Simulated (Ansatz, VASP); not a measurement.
# Two plane-wave programs on Nb

```
CELL_PARAMETERS angstrom
-2.58025 2.58025 1.40758
2.58025 -2.58025 1.40758
2.58025 2.58025 -1.40758
ATOMIC_POSITIONS crystal
Nb 0.00000 0.00000 0.00000
Nb 0.75000 0.25000 0.50000
```

Alike in both runs: task single point; functional PBE; k mesh 8 × 8 × 8; occupations gaussian, width 0.1 eV; no spin polarisation.

|  | VASP | Ansatz |
| --- | --- | --- |
| version | VASP 6.6.1 | Ansatz 0.2.0 |
| potentials or method | VASP PAW PBE potentials, release 64 (Nb_sv), cutoff 520 eV | scalar-relativistic, plane waves, PAW |
| valence electrons in the cell | 26 | 26 |

|  | VASP | Ansatz | Ansatz less VASP |
| --- | --- | --- | --- |
| gap on the k mesh at the Fermi level (eV) | none | none | - |
| pressure (GPa) | 3.6 | 3.8 | +0.22 |
| traceless stress, the component that is largest in VASP (GPa) | -0.33 | -0.26 | +0.074 |

A gap of «none» marks a metal or a gap that the smearing closes. The functional is the same, so the differences come from potentials, cutoffs and numerics.
